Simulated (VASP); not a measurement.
Here is a VASP 6.6.1 calculation.

File INCAR:

```
ALGO     = Normal         # electronic algorithm
EDIFF    = 1E-6           # SCF threshold, eV
ENCUT    = 500            # plane-wave cutoff, eV
GGA      = PS             # functional
GGA_COMPAT= F            
ISIF     = 2              # what is computed and relaxed
ISMEAR   = 0              # smearing method
LASPH    = T              # aspherical terms in the spheres
LCHARG   = T              # write CHGCAR
LELF     = T              # ELF
LREAL    = F              # projectors in reciprocal space
LVHAR    = T            
LWAVE    = F              # write WAVECAR
NBANDS   = 22             # bands
NELM     = 120            # most SCF steps
PREC     = Accurate       # precision mode
SIGMA    = 0.15           # smearing width, eV
```

KPOINTS

```
k-points
0
Gamma
  18 18 12
```

POSCAR

```
Rh
1.0
    2.6900143566      0.0000000000      0.0000000000
   -1.3450071783      2.3296207694      0.0000000000
    0.0000000000      0.0000000000      4.4284890000
Rh
2
Direct
    0.6666666667      0.3333333333      0.7500000000
    0.3333333333      0.6666666667      0.2500000000
```

Potentials or basis: VASP PAW PBE potentials, release 64 (Rh_pv).

Command:

```console
$ cat potpaw_PBE.64/Rh_pv/POTCAR > POTCAR
$ mpirun -np 1 vasp_std > vasp.out
```

(1) Estimate the band gap on the k mesh.

(2) What does it give for the pressure?

Answers

(1) zero (bands 15 and 16 overlap by 2.46 eV).

(2) -6.4 GPa.

Caveat: the cell differs from its parent crystal (strain -0.015 along x and y, +0.000 along z); the cell stands under tension; the PAW data sets were made with another functional, which shifts forces and pressure a little.
